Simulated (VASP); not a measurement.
**SnSe2: relaxation of cell and atoms with PBE+D3(BJ)**

SnSe2:

```
Sn Se
1.0
     3.83905    0.00000    0.00000
    -1.91952    3.32471    0.00000
     0.00000    0.00000    6.01163
Sn Se
1 2
Cartesian
  0.0000 0.0000 0.0000
  0.0000 2.2165 1.5940
  1.9195 1.1082 4.4176
```

```
Program                : VASP 6.6.1
Task                   : relaxation of cell and atoms
Functional             : PBE
Dispersion             : D3(BJ)
Potentials or basis    : VASP PAW PBE potentials, release 64 (Sn_d, Se)
Cutoff                 : 600 eV
k mesh                 : 12 × 12 × 6
Occupations            : gaussian, width 0.02 eV
Spin                   : no spin polarisation
Dipole correction      : no
Further INCAR settings : ALGO = Normal; EDIFF = 1e-06; IBRION = 2; EDIFFG = -0.005; NSW = 100; ISIF = 3
```

| Quantity | Value |
| --- | --- |
| Relaxed volume | 25.60 Å³/atom |
| Relaxed cell | a = 3.840 Å, b = 3.840 Å, c = 6.014 Å, α = 90.00°, β = 90.00°, γ = 120.00° |
| Space group after relaxing (to 0.05 Å) | P-3m1 (No. 164) |
| Energy gained by relaxing | 0.0 meV/atom |
| Ionic steps | 3 |
| Pressure after relaxing | 0.0 GPa |
| Band gap on the k mesh | 0.34 eV, indirect (least direct gap 0.82 eV) |
| Dispersion energy per atom | -0.364 eV |

Final structure:
```yaml
crystal:
  lattice:
    - [3.84046, 0.00000, 0.00000]
    - [-1.92023, 3.32594, 0.00000]
    - [0.00000, 0.00000, 6.01361]
  atoms:
    - { symbol: Sn, position: [0.00000, 0.00000, 0.00000] }
    - { symbol: Se, position: [0.33333, 0.66667, 0.26521] }
    - { symbol: Se, position: [0.66667, 0.33333, 0.73479] }
```

Levels at points of the mesh, in eV from the valence-band top:
| k point | band 10 | band 11 | band 12 | band 13 | band 14 | band 15 | band 16 | band 17 |
| --- | --- | --- | --- | --- | --- | --- | --- | --- |
| (0.00, 0.00, 0.00) | -0.74 | -0.57 | -0.57 | -0.14 | 0.68 | 2.90 | 4.46 | 4.46 |
| (0.50, 0.00, 0.00) | -3.25 | -2.68 | -1.70 | -0.40 | 1.09 | 3.48 | 4.87 | 4.99 |
| (0.00, 0.00, 0.50) | -0.91 | -0.91 | -0.31 | -0.31 | 2.37 | 2.75 | 4.08 | 4.08 |
| (0.50, 0.00, 0.50) | -2.40 | -2.07 | -1.12 | -1.01 | 0.58 | 3.87 | 4.50 | 5.71 |

It took 3.3 min on 1 thread of Intel Xeon 6975P-C, with other jobs on the host, peak memory 0.35 GiB.

Caveat: spin-orbit coupling is left out, which moves the levels of the heavy elements. A k mesh can miss the band edges.
